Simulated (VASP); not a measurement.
# Ca8CO in VASP: single point with PBE

Aim: the single point of Ca8CO with PBE.

Program: VASP 6.6.1. These are calculated values, not measurements. Logs are shortened: lines on timing, memory, paths and dates and some standing lists are left out, and cuts for length are marked.

## 1. The cell of the first run

The cell holds a slab with vacuum, 10 atoms: a = 7.813 Å, b = 7.813 Å, c = 21.148 Å, α = 90.00°, β = 90.00°, γ = 120.00°.

## 2. Single point, PBE

INCAR

```
SYSTEM = Ca8CO
PREC = Accurate
ENCUT = 520
EDIFF = 1E-6
ISMEAR = 0
SIGMA = 0.1
LREAL = .FALSE.
LASPH = .TRUE.
NELM = 100
ALGO = Normal
ISIF = 2
LWAVE = .FALSE.
LCHARG = .FALSE.
LDIPOL = .TRUE.
IDIPOL = 3
DIPOL = 0.5 0.5 0.321
GGA = PE
NBANDS = 56
```

KPOINTS

```
regular mesh
0
G
  6 6 1
  0 0 0
```

POSCAR

```
Ca8CO
1.0
    7.8132359319      0.0000000000      0.0000000000
   -3.9066179659      6.7664608028      0.0000000000
    0.0000000000      0.0000000000     21.1477493937
Ca C O
8 1 1
Direct
    0.3333333333      0.1666666667      0.1891454228
    0.3333333333      0.6666666667      0.1891454228
    0.8333333333      0.1666666667      0.1891454228
    0.8333333333      0.6666666667      0.1891454228
    0.1666666667      0.3333333333      0.3308980669
    0.1666666667      0.8333333333      0.3308980669
    0.6666666667      0.3333333333      0.3308980669
    0.6666666667      0.8333333333      0.3308980669
    0.3333333333      0.1666666667      0.5356479871
    0.3333333333      0.1666666667      0.5900272961
```

Potentials or basis: VASP PAW PBE potentials, release 64 (Ca_sv, C, O).

Command:

```sh
> cat potpaw_PBE.64/Ca_sv/POTCAR potpaw_PBE.64/C/POTCAR potpaw_PBE.64/O/POTCAR > POTCAR
> mpirun -np 1 vasp_std > vasp.out
```

OUTCAR:

```text
SYSTEM = Ca8CO
   PREC = Accurate
   ENCUT = 520
   EDIFF = 1E-6
   ISMEAR = 0
   LREAL = .FALSE.
   LASPH = .TRUE.
   NELM = 100
   ISIF = 2
   GGA = PE

 ion  position               nearest neighbor table
   1  0.333  0.167  0.189-
   2  0.333  0.667  0.189-
   3  0.833  0.167  0.189-
   4  0.833  0.667  0.189-
   5  0.167  0.333  0.331-
   6  0.167  0.833  0.331-
   7  0.667  0.333  0.331-
   8  0.667  0.833  0.331-
   9  0.333  0.167  0.536-  10 1.15
  10  0.333  0.167  0.590-   9 1.15

  LATTYP: Found a hexagonal cell.
 ALAT       =     7.8132359319
 C/A-ratio  =     2.7066569572

  Lattice vectors:

 A1 = (   7.8132359319,   0.0000000000,   0.0000000000)
 A2 = (  -3.9066179659,   6.7664608028,   0.0000000000)
 A3 = (   0.0000000000,   0.0000000000,  21.1477493937)

Analysis of symmetry for initial positions (statically):
=====================================================================
 Subroutine PRICEL returns:
 Original cell was already a primitive cell.

 Routine SETGRP: Setting up the symmetry group for a
 hexagonal supercell.

 Subroutine GETGRP returns: Found  6 space group operations
 (whereof  2 operations were pure point group operations)
 out of a pool of 24 trial point group operations.

The static configuration has the point symmetry C_1h.
 The point group associated with its full space group is C_3v.

Analysis of symmetry for dynamics (positions and initial velocities):
=====================================================================
 Subroutine PRICEL returns:
 Original cell was already a primitive cell.

 Routine SETGRP: Setting up the symmetry group for a
 hexagonal supercell.

 Subroutine GETGRP returns: Found  6 space group operations
 (whereof  2 operations were pure point group operations)
 out of a pool of 24 trial point group operations.

The dynamic configuration has the point symmetry C_1h.
 The point group associated with its full space group is C_3v.

 Subroutine INISYM returns: Found  6 space group operations
 (whereof  2 operations are pure point group operations),
 and found     1 'primitive' translations

----------------------------------------------------------------------------------------

                                     Primitive cell

  volume of cell :    1118.0383

  direct lattice vectors                    reciprocal lattice vectors
     7.813235932  0.000000000  0.000000000     0.127987944  0.073893874  0.000000000
    -3.906617966  6.766460803  0.000000000     0.000000000  0.147787747  0.000000000
     0.000000000  0.000000000 21.147749394     0.000000000  0.000000000  0.047286356

  length of vectors
     7.813235932  7.813235932 21.147749394     0.147787747  0.147787747  0.047286356

  position of ions in fractional coordinates (direct lattice)
     0.333333333  0.166666667  0.189145423
     0.333333333  0.666666667  0.189145423
     0.833333333  0.166666667  0.189145423
     0.833333333  0.666666667  0.189145423
     0.166666667  0.333333333  0.330898067
     0.166666667  0.833333333  0.330898067
     0.666666667  0.333333333  0.330898067
     0.666666667  0.833333333  0.330898067
     0.333333333  0.166666667  0.535647987
     0.333333333  0.166666667  0.590027296

  ion indices of the primitive-cell ions
   primitive index   ion index
                 1           1
                 2           2
                 3           3
                 4           4
                 5           5
                 6           6
                 7           7
                 8           8
                 9           9
                10          10

----------------------------------------------------------------------------------------

 KPOINTS: regular mesh

Automatic generation of k-mesh.
 Grid dimensions read from file:
 generate k-points for:    6    6    1

 Generating k-lattice:

  Cartesian coordinates                     Fractional coordinates (reciprocal lattice)
     0.021331324  0.012315646  0.000000000     0.166666667  0.000000000  0.000000000
     0.000000000  0.024631291  0.000000000     0.000000000  0.166666667  0.000000000
     0.000000000  0.000000000  0.047286356     0.000000000  0.000000000  1.000000000

  Length of vectors
     0.024631291  0.024631291  0.047286356

  Shift w.r.t. Gamma in fractional coordinates (k-lattice)
     0.000000000  0.000000000  0.000000000

 Subroutine IBZKPT returns following result:
 ===========================================

 Found      7 irreducible k-points:

 Following reciprocal coordinates:
            Coordinates               Weight
  0.000000  0.000000  0.000000      1.000000
  0.166667  0.000000  0.000000      6.000000
  0.333333  0.000000  0.000000      6.000000
  0.500000  0.000000  0.000000      3.000000
  0.166667  0.166667  0.000000      6.000000
  0.333333  0.166667  0.000000     12.000000
  0.333333  0.333333  0.000000      2.000000
   k-points           NKPTS =      7   k-points in BZ     NKDIM =      7   number of bands    NBANDS=     56
   number of dos      NEDOS =    301   number of ions     NIONS =     10
   total plane-waves  NPLWV = 576000
   dimension x,y,z NGX =    60 NGY =   60 NGZ =  160
   dimension x,y,z NGXF=   120 NGYF=  120 NGZF=  320
   ions per type =               8   1   1
   NGX,Y,Z   is equivalent  to a cutoff of  12.77, 12.77, 12.58 a.u.
   NGXF,Y,Z  is equivalent  to a cutoff of  25.53, 25.53, 25.16 a.u.
 SYSTEM =  Ca8CO
   PREC   = accura    normal or accurate (medium, high low for compatibility)
   ISTART =      0    job   : 0-new  1-cont  2-samecut
   ICHARG =      2    charge: 1-file 2-atom 10-const
   ISPIN  =      1    spin polarized calculation?
   LNONCOLLINEAR =      F non collinear calculations
   LSORBIT =      F    spin-orbit coupling
   LASPH  =      T    aspherical Exc in radial PAW
   ENCUT  =  520.0 eV  38.22 Ry    6.18 a.u.  14.53 14.53 39.32*2*pi/ulx,y,z
   NELM   =    100;   NELMIN=  2; NELMDL= -5     # of ELM steps
   EDIFF  = 0.1E-05   stopping-criterion for ELM
   LREAL  =      F    real-space projection
   EDIFFG = 0.1E-04   stopping-criterion for IOM
   NSW    =      0    number of steps for IOM
   IBRION =     -1    ionic relax: 0-MD 1-quasi-New 2-CG
   NFREE  =      0    steps in history (QN), initial steepest desc. (CG)
   ISIF   =      2    stress and relaxation
   ISYM   =      2    0-nonsym 1-usesym 2-fastsym
   POTIM  = 0.5000    time-step for ionic-motion
   TEBEG  =    0.0;   TEEND  =   0.0 temperature during run
   PSTRESS=    0.0 pullay stress
   NELECT =      90.0000    total number of electrons
   NUPDOWN=      -1.0000    fix difference up-down
   EMIN   =  10.00;   EMAX   =-10.00  energy-range for DOS
   EFERMI =   0.00;   METHOD = LEGACY
   ISMEAR =     0;   SIGMA  =   0.10  broadening in eV -4-tet -1-fermi 0-gaus
   EFERMI_NEDOS =   21; number of points for ismear=-14 and -15
   IALGO  =     38    algorithm
   IMIX   =      4    mixing-type and parameters
     AMIX     =   0.40;   BMIX     =  1.00
     AMIX_MAG =   1.60;   BMIX_MAG =  1.00
  volume/ion in A,a.u.               =     111.80       754.49
  Fermi-wavevector in a.u.,A,eV,Ry     =   0.706865  1.335782  6.798271  0.499659
  Thomas-Fermi vector in A             =   1.792761
   LORBIT       =      0    0 simple, 1 ext, 2 COOP (PROOUT), +10 PAW based schemes
   GGA     = PE    functional components
   LHFCALC =     F    Hartree Fock is set to
   AEXX    =    0.0000 exact exchange contribution
   IVDW    =     0    specifies the selected vdW correction
   LEPSILON=     F    determine dielectric tensor
   LRPA    =     F    only Hartree local field effects (RPA)
 non-spin polarized calculation
 Gauss-broadening in eV      SIGMA  =   0.10
  energy-cutoff  :      520.00
  volume of cell :     1118.04
 maximum number of plane-waves:     30137
 NGX is ok and might be reduce to    60
   NGX = 29   NGY = 29   NGZ = 79

 dipolmoment           0.000000      0.000000     -0.025006 electrons x Angstroem

 number of electron      89.9999982 magnetization

 dipolmoment           0.000000      0.000000      0.035741 electrons x Angstroem

 Free energy of the ion-electron system (eV)
  ---------------------------------------------------
  ext. energy  EPLUGINS =         0.00000000
  ---------------------------------------------------
  free energy    TOTEN  =       -27.29005295 eV

  energy without entropy =      -27.23010643  energy(sigma->0) =      -27.26007969

 E-fermi :  -1.0696     XC(G=0):  -3.3916

 val. band max:       -1.0860514520   @ k =   0.0000   0.0000   0.0000
 cond. band min:      -1.0636132378   @ k =   0.5000   0.0000   0.0000
 fundamental gap:      0.0224382141
 Fermi energy:        -1.0696150038

 k-point     1 :       0.0000    0.0000    0.0000
  band No.  band energies     occupation
      1     -43.4365      2.00000
      2     -43.4254      2.00000
      3     -43.4246      2.00000
      4     -43.4246      2.00000
      5     -43.4226      2.00000
      6     -43.4204      2.00000
[... 48 lines left out ...]
     55      -0.4353      0.00000
     56      -0.3514      0.00000

 k-point     2 :       0.1667    0.0000    0.0000
  band No.  band energies     occupation
      1     -43.4357      2.00000
      2     -43.4255      2.00000
      3     -43.4250      2.00000
      4     -43.4246      2.00000
      5     -43.4228      2.00000
      6     -43.4205      2.00000
[... 48 lines left out ...]
     55      -0.4063      0.00000
     56      -0.3386      0.00000

 k-point     3 :       0.3333    0.0000    0.0000
  band No.  band energies     occupation
      1     -43.4337      2.00000
      2     -43.4277      2.00000
      3     -43.4246      2.00000
      4     -43.4243      2.00000
      5     -43.4228      2.00000
      6     -43.4209      2.00000
[... 48 lines left out ...]
     55      -0.3184      0.00000
     56      -0.2489      0.00000

 k-point     4 :       0.5000    0.0000    0.0000
  band No.  band energies     occupation
      1     -43.4311      2.00000
      2     -43.4303      2.00000
      3     -43.4246      2.00000
      4     -43.4240      2.00000
      5     -43.4225      2.00000
      6     -43.4214      2.00000
[... 48 lines left out ...]
     55      -0.2338      0.00000
     56      -0.1750      0.00000

 k-point     5 :       0.1667    0.1667    0.0000
  band No.  band energies     occupation
      1     -43.4343      2.00000
      2     -43.4263      2.00000
      3     -43.4258      2.00000
      4     -43.4240      2.00000
      5     -43.4227      2.00000
      6     -43.4207      2.00000
[... 48 lines left out ...]
     55      -0.3277      0.00000
     56      -0.3064      0.00000

 k-point     6 :       0.3333    0.1667    0.0000
  band No.  band energies     occupation
      1     -43.4318      2.00000
      2     -43.4288      2.00000
      3     -43.4264      2.00000
      4     -43.4230      2.00000
      5     -43.4223      2.00000
      6     -43.4212      2.00000
[... 48 lines left out ...]
     55      -0.2826      0.00000
     56      -0.1891      0.00000

 k-point     7 :       0.3333    0.3333    0.0000
  band No.  band energies     occupation
      1     -43.4298      2.00000
      2     -43.4293      2.00000
      3     -43.4285      2.00000
      4     -43.4222      2.00000
      5     -43.4220      2.00000
      6     -43.4214      2.00000
[... 48 lines left out ...]
     55      -0.1247      0.00000
     56      -0.1106      0.00000

------------------------ aborting loop because EDIFF is reached ----------------------------------------

 vacuum level on the upper side and lower side of the slab       (xc-potential included)         0.054        -0.177

  FORCE on cell =-STRESS in cart. coord.  units (eV):
  Direction    XX          YY          ZZ          XY          YZ          ZX
  --------------------------------------------------------------------------------------
  -------------------------------------------------------------------------------------
  Total        0.6639554      0.6639554     -1.0085951      0.0000000     -0.0000000      0.0000000
  in kB        0.9514650      0.9514650     -1.4453425      0.0000000     -0.0000000      0.0000000
  external PRESSURE =       0.1525291 kB  Pullay stress =       0.0000000 kB

 VOLUME and BASIS-vectors are now :
 -----------------------------------------------------------------------------
  energy-cutoff  :      520.00
  volume of cell :     1118.04
      direct lattice vectors                 reciprocal lattice vectors
     7.813235932  0.000000000  0.000000000     0.127987944  0.073893874  0.000000000
    -3.906617966  6.766460803  0.000000000     0.000000000  0.147787747  0.000000000
     0.000000000  0.000000000 21.147749394     0.000000000  0.000000000  0.047286356

 POSITION                                       TOTAL-FORCE (eV/Angst)
 -----------------------------------------------------------------------------------
      1.95331      1.12774      4.00000        -0.000000     -0.000000     -0.001261
     -0.00000      4.51097      4.00000        -0.002750     -0.001588      0.011400
      5.85993      1.12774      4.00000         0.000000      0.003176      0.011400
      3.90662      4.51097      4.00000         0.002750     -0.001588      0.011400
      0.00000      2.25549      6.99775        -0.004530      0.002615      0.002894
     -1.95331      5.63872      6.99775        -0.000000     -0.005231      0.002894
      3.90662      2.25549      6.99775         0.004530      0.002615      0.002894
      1.95331      5.63872      6.99775        -0.000000     -0.000000      0.001122
      1.95331      1.12774     11.32775        -0.000000     -0.000000      0.494823
      1.95331      1.12774     12.47775        -0.000000     -0.000000     -0.537567
 -----------------------------------------------------------------------------------
    total drift:                               -0.000003      0.000002     -0.001852

  FREE ENERGIE OF THE ION-ELECTRON SYSTEM (eV)
  ---------------------------------------------------
  free  energy   TOTEN  =       -27.2900529525 eV

  energy  without entropy=      -27.2301064301  energy(sigma->0) =      -27.26007969

 vacuum level on the upper side and lower side of the slab         1.817         1.594
```

Wall time 18 min (1 thread of AMD EPYC 7R43 (Zen 3), shared host); peak memory 1.2 GiB.

What came out:

- Free energy: -27.2901 eV
- Largest force: 0.538 eV/Å
- Band gap on the k mesh: zero (bands 45 and 46 overlap by 0.06 eV)

Forces in eV/Å, atoms in the order of the input:
```
Ca   0.000  0.000 -0.001
Ca  -0.003 -0.002  0.011
Ca   0.000  0.003  0.011
Ca   0.003 -0.002  0.011
Ca  -0.005  0.003  0.003
Ca   0.000 -0.005  0.003
Ca   0.005  0.003  0.003
Ca   0.000  0.000  0.001
C    0.000  0.000  0.495
O    0.000  0.000 -0.538
```

Levels at points of the mesh, in eV from the Fermi level:
```tsv
k point	band 42	band 43	band 44	band 45	band 46	band 47	band 48	band 49
(0.00, 0.00, 0.00)	-0.87	-0.69	-0.69	-0.69	-0.02	0.21	0.21	0.21
(0.50, 0.00, 0.00)	-1.28	-1.28	0.01	0.03	0.16	0.26	0.27	0.28
```

The gap in the log of VASP goes by the Fermi energy; the results here count the filled bands.